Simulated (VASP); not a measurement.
# TiAl (Pm-3m) in VASP: further runs

TiAl is run at these levels: PBEsol; tasks: single point.

Everything below comes from runs of VASP 6.6.1. Logs are shortened: lines on timing, memory, paths and dates and some standing lists are left out, and cuts for length are marked.

## (1) The cell of the first run

It takes space group Pm-3m (No. 221, cubic). Conventional cell: a = 3.156 Å, b = 3.156 Å, c = 3.156 Å, α = 90.00°, β = 90.00°, γ = 90.00°. Within 3.6 Å of Ti (site symmetry m-3m) lie 8 Al at 2.73 Å and 6 Ti at 3.16 Å. Al (site symmetry m-3m) has 8 Ti at 2.73 Å and 6 Al at 3.16 Å within 3.6 Å.

## (2) Single point, PBEsol

INCAR reads:

```
SYSTEM = TiAl
ALGO     = Fast           ! electronic algorithm
EDIFF    = 1E-6           ! SCF threshold, eV
ENCUT    = 520            ! plane-wave cutoff, eV
GGA      = PS             ! functional
ISIF     = 2              ! what is computed and relaxed
ISMEAR   = 0              ! smearing method
LASPH    = .TRUE.         ! aspherical terms in the spheres
LCHARG   = .FALSE.        ! write CHGCAR
LREAL    = .FALSE.        ! projectors in reciprocal space
LWAVE    = .FALSE.        ! write WAVECAR
NBANDS   = 14             ! bands
NELM     = 80             ! most SCF steps
PREC     = Accurate       ! precision mode
SIGMA    = 0.15           ! smearing width, eV
```

KPOINTS reads:

```
k-points
0
G
  14 14 14
  0 0 0
```

POSCAR reads:

```
TiAl
1.0
    3.1560751060      0.0000000000      0.0000000000
    0.0000000000      3.1560751060      0.0000000000
    0.0000000000      0.0000000000      3.1560751060
Ti Al
1 1
Direct
    0.0000000000      0.0000000000      0.0000000000
    0.5000000000      0.5000000000      0.5000000000
```

Potentials or basis: VASP PAW PBE potentials, release 64 (Ti_sv, Al).

The run is started by

```console
$ cat potpaw_PBE.64/Ti_sv/POTCAR potpaw_PBE.64/Al/POTCAR > POTCAR
$ mpirun -np 1 vasp_std > vasp.out
```

OUTCAR:

```text
SYSTEM = TiAl
   EDIFF = 1E-6
   ENCUT = 520
   GGA = PS
   ISIF = 2
   ISMEAR = 0
   LASPH = .TRUE.
   LREAL = .FALSE.
   NELM = 80
   PREC = Accurate

 ion  position               nearest neighbor table
   1  0.000  0.000  0.000-   2 2.73   2 2.73   2 2.73   2 2.73   2 2.73   2 2.73   2 2.73   2 2.73

   2  0.500  0.500  0.500-   1 2.73   1 2.73   1 2.73   1 2.73   1 2.73   1 2.73   1 2.73   1 2.73

  LATTYP: Found a simple cubic cell.
 ALAT       =     3.1560751060

  Lattice vectors:

 A1 = (   3.1560751060,   0.0000000000,   0.0000000000)
 A2 = (   0.0000000000,   3.1560751060,   0.0000000000)
 A3 = (   0.0000000000,   0.0000000000,   3.1560751060)

Analysis of symmetry for initial positions (statically):
=====================================================================
 Subroutine PRICEL returns:
 Original cell was already a primitive cell.

 Routine SETGRP: Setting up the symmetry group for a
 simple cubic supercell.

 Subroutine GETGRP returns: Found 48 space group operations
 (whereof 48 operations were pure point group operations)
 out of a pool of 48 trial point group operations.

The static configuration has the point symmetry O_h .

Analysis of symmetry for dynamics (positions and initial velocities):
=====================================================================
 Subroutine PRICEL returns:
 Original cell was already a primitive cell.

 Routine SETGRP: Setting up the symmetry group for a
 simple cubic supercell.

 Subroutine GETGRP returns: Found 48 space group operations
 (whereof 48 operations were pure point group operations)
 out of a pool of 48 trial point group operations.

The dynamic configuration has the point symmetry O_h .

 Subroutine INISYM returns: Found 48 space group operations
 (whereof 48 operations are pure point group operations),
 and found     1 'primitive' translations

----------------------------------------------------------------------------------------

                                     Primitive cell

  volume of cell :      31.4371

  direct lattice vectors                    reciprocal lattice vectors
     3.156075106  0.000000000  0.000000000     0.316849240  0.000000000  0.000000000
     0.000000000  3.156075106  0.000000000     0.000000000  0.316849240  0.000000000
     0.000000000  0.000000000  3.156075106     0.000000000  0.000000000  0.316849240

  length of vectors
     3.156075106  3.156075106  3.156075106     0.316849240  0.316849240  0.316849240

  position of ions in fractional coordinates (direct lattice)
     0.000000000  0.000000000  0.000000000
     0.500000000  0.500000000  0.500000000

  ion indices of the primitive-cell ions
   primitive index   ion index
                 1           1
                 2           2

----------------------------------------------------------------------------------------

 KPOINTS: k-points

Automatic generation of k-mesh.
 Grid dimensions read from file:
 generate k-points for:   14   14   14

 Generating k-lattice:

  Cartesian coordinates                     Fractional coordinates (reciprocal lattice)
     0.022632089  0.000000000  0.000000000     0.071428571  0.000000000  0.000000000
     0.000000000  0.022632089  0.000000000     0.000000000  0.071428571  0.000000000
     0.000000000  0.000000000  0.022632089     0.000000000  0.000000000  0.071428571

  Length of vectors
     0.022632089  0.022632089  0.022632089

  Shift w.r.t. Gamma in fractional coordinates (k-lattice)
     0.000000000  0.000000000  0.000000000

 Subroutine IBZKPT returns following result:
 ===========================================

 Found    120 irreducible k-points:

 Following reciprocal coordinates:
            Coordinates               Weight
  0.000000  0.000000  0.000000      1.000000
  0.071429  0.000000  0.000000      6.000000
  0.142857  0.000000  0.000000      6.000000
  0.214286  0.000000  0.000000      6.000000
  0.285714  0.000000  0.000000      6.000000
  0.357143  0.000000  0.000000      6.000000
[... 16 lines left out ...]
  0.285714  0.214286  0.000000     24.000000
  0.357143  0.214286  0.000000     24.000000
 [... further k-points ...]
   k-points           NKPTS =    120   k-points in BZ     NKDIM =    120   number of bands    NBANDS=     14
   number of dos      NEDOS =    301   number of ions     NIONS =      2
   total plane-waves  NPLWV =  13824
   dimension x,y,z NGX =    24 NGY =   24 NGZ =   24
   dimension x,y,z NGXF=    48 NGYF=   48 NGZF=   48
   ions per type =               1   1
   NGX,Y,Z   is equivalent  to a cutoff of  12.64, 12.64, 12.64 a.u.
   NGXF,Y,Z  is equivalent  to a cutoff of  25.28, 25.28, 25.28 a.u.
 SYSTEM =  TiAl
   PREC   = accura    normal or accurate (medium, high low for compatibility)
   ISTART =      0    job   : 0-new  1-cont  2-samecut
   ICHARG =      2    charge: 1-file 2-atom 10-const
   ISPIN  =      1    spin polarized calculation?
   LNONCOLLINEAR =      F non collinear calculations
   LSORBIT =      F    spin-orbit coupling
   LASPH  =      T    aspherical Exc in radial PAW
   ENCUT  =  520.0 eV  38.22 Ry    6.18 a.u.   5.87  5.87  5.87*2*pi/ulx,y,z
   NELM   =     80;   NELMIN=  2; NELMDL= -5     # of ELM steps
   EDIFF  = 0.1E-05   stopping-criterion for ELM
   LREAL  =      F    real-space projection
   EDIFFG = 0.1E-04   stopping-criterion for IOM
   NSW    =      0    number of steps for IOM
   IBRION =     -1    ionic relax: 0-MD 1-quasi-New 2-CG
   NFREE  =      0    steps in history (QN), initial steepest desc. (CG)
   ISIF   =      2    stress and relaxation
   ISYM   =      2    0-nonsym 1-usesym 2-fastsym
   POTIM  = 0.5000    time-step for ionic-motion
   TEBEG  =    0.0;   TEEND  =   0.0 temperature during run
   PSTRESS=    0.0 pullay stress
   NELECT =      15.0000    total number of electrons
   NUPDOWN=      -1.0000    fix difference up-down
   EMIN   =  10.00;   EMAX   =-10.00  energy-range for DOS
   EFERMI =   0.00;   METHOD = LEGACY
   ISMEAR =     0;   SIGMA  =   0.15  broadening in eV -4-tet -1-fermi 0-gaus
   EFERMI_NEDOS =   21; number of points for ismear=-14 and -15
   IALGO  =     68    algorithm
   IMIX   =      4    mixing-type and parameters
     AMIX     =   0.40;   BMIX     =  1.00
     AMIX_MAG =   1.60;   BMIX_MAG =  1.00
  volume/ion in A,a.u.               =      15.72       106.07
  Fermi-wavevector in a.u.,A,eV,Ry     =   1.279257  2.417446 22.265926  1.636499
  Thomas-Fermi vector in A             =   2.411753
   LORBIT       =      0    0 simple, 1 ext, 2 COOP (PROOUT), +10 PAW based schemes
   GGA     = PS    functional components
   LHFCALC =     F    Hartree Fock is set to
   AEXX    =    0.0000 exact exchange contribution
   IVDW    =     0    specifies the selected vdW correction
   LEPSILON=     F    determine dielectric tensor
   LRPA    =     F    only Hartree local field effects (RPA)
 non-spin polarized calculation
 RMM-DIIS sequential band-by-band and
 Gauss-broadening in eV      SIGMA  =   0.15
  energy-cutoff  :      520.00
  volume of cell :       31.44
 maximum number of plane-waves:       876
 NGX is ok and might be reduce to    24
   NGX = 11   NGY = 11   NGZ = 11

 number of electron      14.9999993 magnetization

 Free energy of the ion-electron system (eV)
  ---------------------------------------------------
  ext. energy  EPLUGINS =         0.00000000
  ---------------------------------------------------
  free energy    TOTEN  =       -12.98194740 eV

  energy without entropy =      -12.95605206  energy(sigma->0) =      -12.96899973

 E-fermi :   8.9107     XC(G=0): -11.2843

 val. band max:        8.8916859029   @ k =   0.3571   0.2857   0.1429
 cond. band min:       8.9160322500   @ k =   0.2857   0.2857   0.0000
 fundamental gap:      0.0243463470
 Fermi energy:         8.9106526751

 k-point     1 :       0.0000    0.0000    0.0000
  band No.  band energies     occupation
      1     -47.7098      2.00000
      2     -24.0101      2.00000
      3     -24.0101      2.00000
      4     -24.0101      2.00000
      5      -0.4463      2.00000
      6       7.4210      2.00000
      7       7.4210      2.00000
      8      10.7473      0.00000
      9      10.7473      0.00000
     10      10.7473      0.00000
     11      13.4309      0.00000
     12      13.4309      0.00000
     13      13.4309      0.00000
     14      17.8779      0.00000

 k-point     2 :       0.0714    0.0000    0.0000
  band No.  band energies     occupation
      1     -47.7089      2.00000
      2     -24.0196      2.00000
      3     -24.0093      2.00000
      4     -24.0093      2.00000
      5      -0.3632      2.00000
      6       7.3814      2.00000
      7       7.4587      2.00000
      8      10.6006      0.00000
      9      10.6006      0.00000
     10      10.7575      0.00000
     11      13.0819      0.00000
     12      13.6373      0.00000
     13      13.6373      0.00000
     14      17.7624      0.00000

 k-point     3 :       0.1429    0.0000    0.0000
  band No.  band energies     occupation
      1     -47.7066      2.00000
      2     -24.0460      2.00000
      3     -24.0070      2.00000
      4     -24.0070      2.00000
      5      -0.1163      2.00000
      6       7.2154      2.00000
      7       7.5677      2.00000
      8      10.2630      0.00000
      9      10.2630      0.00000
     10      10.7862      0.00000
     11      12.4062      0.00000
     12      14.1567      0.00000
     13      14.1567      0.00000
     14      17.4353      0.00000
[... 324 lines left out ...]
 k-point    23 :       0.2857    0.2143    0.0000
  band No.  band energies     occupation
      1     -47.6932      2.00000
      2     -24.1171      2.00000
      3     -24.0711      2.00000
      4     -23.9935      2.00000
      5       1.4788      2.00000
      6       6.5277      2.00000
      7       7.4382      2.00000
      8       8.9968      0.41680
      9       9.6666      0.00000
     10      10.2493      0.00000
     11      12.0685      0.00000
     12      13.6150      0.00000
     13      16.6167      0.00000
     14      17.0187      0.00000

 k-point    24 :       0.3571    0.2143    0.0000
  band No.  band energies     occupation
      1     -47.6898      2.00000
      2     -24.1537      2.00000
      3     -24.0670      2.00000
      4     -23.9901      2.00000
      5       2.0924      2.00000
      6       5.7079      2.00000
      7       7.7172      2.00000
      8       8.8522      1.41824
      9       9.4504      0.00000
     10      10.2922      0.00000
     11      11.9273      0.00000
     12      14.0909      0.00000
     13      16.5377      0.00000
     14      17.2835      0.00000

 [... further k-points ...]
[... 5 lines left out ...]
  --------------------------------------------------------------------------------------
  -------------------------------------------------------------------------------------
  Total        0.0186188      0.0186188      0.0186188     -0.0000000     -0.0000000      0.0000000
  in kB        0.9489013      0.9489013      0.9489013     -0.0000000     -0.0000000      0.0000000
  external PRESSURE =       0.9489013 kB  Pullay stress =       0.0000000 kB

 VOLUME and BASIS-vectors are now :
 -----------------------------------------------------------------------------
  energy-cutoff  :      520.00
  volume of cell :       31.44
      direct lattice vectors                 reciprocal lattice vectors
     3.156075106  0.000000000  0.000000000     0.316849240  0.000000000  0.000000000
     0.000000000  3.156075106  0.000000000     0.000000000  0.316849240  0.000000000
     0.000000000  0.000000000  3.156075106     0.000000000  0.000000000  0.316849240

 POSITION                                       TOTAL-FORCE (eV/Angst)
 -----------------------------------------------------------------------------------
      0.00000      0.00000      0.00000         0.000000      0.000000      0.000000
      1.57804      1.57804      1.57804         0.000000      0.000000      0.000000
 -----------------------------------------------------------------------------------
    total drift:                               -0.000000      0.000000      0.000000

  FREE ENERGIE OF THE ION-ELECTRON SYSTEM (eV)
  ---------------------------------------------------
  free  energy   TOTEN  =       -12.9819474018 eV

  energy  without entropy=      -12.9560520596  energy(sigma->0) =      -12.96899973
```

It took 3 min on 1 thread of AMD EPYC 7R13, shared host; peak memory 0.15 GiB.

Results:

| Quantity | Value |
| --- | --- |
| Free energy | -12.9819 eV |
| Pressure | 0.1 GPa |

Levels at points of the mesh, in eV from the Fermi level:
| k point | band 5 | band 6 | band 7 | band 8 | band 9 | band 10 |
| --- | --- | --- | --- | --- | --- | --- |
| (0.00, 0.00, 0.00) | -9.36 | -1.49 | -1.49 | 1.84 | 1.84 | 1.84 |
| (0.50, 0.00, 0.00) | -6.04 | -5.25 | -0.57 | 0.14 | 0.14 | 2.05 |
| (0.50, 0.50, 0.00) | -5.07 | -2.09 | -2.09 | -1.50 | 0.70 | 0.70 |
| (0.50, 0.50, 0.50) | -3.16 | -3.16 | -3.16 | 0.78 | 2.90 | 2.90 |

Caveat: the PAW data sets were made with another functional, which shifts forces and pressure a little.

(Continued in part 2 of 2.)
